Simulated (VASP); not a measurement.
LiHf8O16 (a cell with a defect): relaxation of the atoms with PBE

The system is LiHf8O16 (a cell with a defect).

```
CELL_PARAMETERS angstrom
0.00000 5.06970 5.10173
5.29432 0.00000 5.10173
5.29432 5.06970 0.00000
ATOMIC_POSITIONS crystal
Hf 0.23686 0.00315 0.02943
Hf 0.73686 0.50315 0.52943
Hf 0.26945 0.47057 0.99685
Hf 0.76945 0.97057 0.49685
Hf 0.22057 0.01945 0.51314
Hf 0.72057 0.51945 0.01314
Hf 0.25315 0.48686 0.48055
Hf 0.75315 0.98686 0.98055
O 0.04267 0.34047 0.02495
O 0.54267 0.84047 0.52495
O 0.40810 0.47505 0.65953
O 0.90810 0.97505 0.15953
O 0.11169 0.37814 0.35110
O 0.61169 0.87814 0.85110
O 0.34093 0.64890 0.12186
O 0.84093 0.14890 0.62186
O 0.12814 0.86169 0.40907
O 0.62814 0.36169 0.90907
O 0.39890 0.09093 0.13831
O 0.89890 0.59093 0.63831
O 0.22505 0.15810 0.70733
O 0.72505 0.65810 0.20733
O 0.09047 0.79267 0.84190
O 0.59047 0.29267 0.34190
Li 0.99401 0.68178 0.15995
```

| Property | Result |
| --- | --- |
| Program | VASP 6.6.1 |
| Task | relaxation of the atoms |
| Functional | PBE |
| Potentials or basis | VASP PAW PBE potentials, release 64 (Hf_pv, O, Li_sv) |
| Cutoff | 650 eV |
| k mesh | 1 × 1 × 1, shifted |
| Occupations | fermi-dirac, width 0.01 eV |
| Spin | no spin polarisation |
| Dipole correction | no |
| Charge | 1 |
| Further INCAR settings | LREAL = Auto; ALGO = Normal; EDIFF = 1e-07; ISYM = -1; IBRION = 2; EDIFFG = -0.02; NSW = 90; NELECT = 178.0 |

```json
{
 "Energy gained by relaxing": "58.1 meV/atom",
 "Ionic steps": "22",
 "Largest force after relaxing": "0.011 eV/Å"
}
```

Forces on the atoms (eV/Å):
```
Hf  -0.003 -0.004  0.002
Hf  -0.001 -0.003 -0.001
Hf   0.004 -0.009 -0.001
Hf  -0.001 -0.001  0.002
Hf  -0.005 -0.001  0.000
Hf   0.004  0.002  0.001
Hf   0.002  0.002  0.004
Hf  -0.002  0.004  0.000
O   -0.004 -0.005 -0.006
O    0.005 -0.003 -0.001
O   -0.004  0.001  0.000
O    0.004  0.000 -0.001
O    0.003  0.000 -0.001
O   -0.003  0.001  0.002
O    0.006  0.005 -0.005
O   -0.006  0.003 -0.007
O   -0.001  0.005 -0.004
O   -0.004  0.004  0.007
O   -0.007  0.002 -0.002
O    0.000 -0.003  0.006
O    0.002  0.004  0.003
O    0.002 -0.003  0.001
O    0.010  0.001  0.003
O   -0.001 -0.004 -0.001
Li   0.000  0.002 -0.002
```

The path:
```csv
step,energy change (eV),largest force (eV/Å),pressure (GPa)
1,0.0000,5.8824,-4.02
2,-0.0963,6.8583,-2.56
3,-1.0327,1.2846,-4.14
4,-1.2571,0.8868,-4.14
5,-1.2850,0.7012,-4.04
6,-1.3611,0.4728,-4.35
7,-1.3639,0.4280,-4.40
8,-1.4067,0.3116,-4.55
9,-1.4092,0.3936,-4.58
10,-1.4383,0.1959,-4.65
11,-1.4385,0.2171,-4.65
12,-1.4475,0.1677,-4.70
13,-1.4475,0.1556,-4.70
14,-1.4505,0.1173,-4.73
15,-1.4505,0.0934,-4.73
16,-1.4521,0.0440,-4.72
17,-1.4522,0.0540,-4.72
18,-1.4529,0.0316,-4.72
19,-1.4529,0.0356,-4.72
20,-1.4532,0.0224,-4.70
21,-1.4532,0.0201,-4.71
22,-1.4533,0.0107,-4.70
```

Final structure:
```cif
data_structure
_symmetry_space_group_name_H-M 'P 1'
_symmetry_Int_Tables_number 1
_cell_length_a 7.1923
_cell_length_b 7.3524
_cell_length_c 7.3302
_cell_angle_alpha 58.662
_cell_angle_beta 60.823
_cell_angle_gamma 60.515
_cell_volume 273.87
loop_
_atom_site_label
_atom_site_type_symbol
_atom_site_fract_x
_atom_site_fract_y
_atom_site_fract_z
_atom_site_occupancy
Hf1 Hf 0.23884 0.00623 0.02556 1
Hf2 Hf 0.73517 0.49931 0.53421 1
Hf3 Hf 0.29069 0.45646 0.98068 1
Hf4 Hf 0.76900 0.97212 0.49678 1
Hf5 Hf 0.22062 0.02261 0.51121 1
Hf6 Hf 0.72520 0.52291 0.01656 1
Hf7 Hf 0.25498 0.48489 0.48066 1
Hf8 Hf 0.74460 0.00371 0.96537 1
O1 O 0.04290 0.33611 0.02400 1
O2 O 0.53247 0.83085 0.53882 1
O3 O 0.41351 0.46057 0.66106 1
O4 O 0.90010 0.98070 0.15841 1
O5 O 0.10635 0.38407 0.34568 1
O6 O 0.60615 0.88048 0.85394 1
O7 O 0.33071 0.64904 0.12177 1
O8 O 0.84289 0.14454 0.61708 1
O9 O 0.12868 0.86101 0.40802 1
O10 O 0.63642 0.35866 0.90485 1
O11 O 0.39856 0.09013 0.13851 1
O12 O 0.89757 0.59398 0.63159 1
O13 O 0.21834 0.15999 0.70621 1
O14 O 0.72947 0.66299 0.20916 1
O15 O 0.07830 0.77973 0.86077 1
O16 O 0.58663 0.29263 0.33697 1
Li1 Li 0.01786 0.70005 0.18006 1
```

Levels at points of the mesh, in eV from the Fermi level:
```tsv
k point	band 85	band 86	band 87	band 88	band 89	band 90	band 91	band 92	band 93	band 94
(0.25, 0.25, 0.25)	-0.91	-0.71	-0.65	-0.54	-0.25	4.13	4.47	4.58	4.65	4.79
```

Wall time 22 min on 1 thread of Intel(R) Xeon(R) 6975P-C (Granite Rapids), on a shared host, peak memory 0.62 GiB.

Caveat: the cell carries a net charge on a neutralising background, which shifts energy and pressure; the cell is charged against a uniform background, so pressure and absolute levels hang on convention; spin-orbit coupling is left out, which moves the levels of the heavy elements.
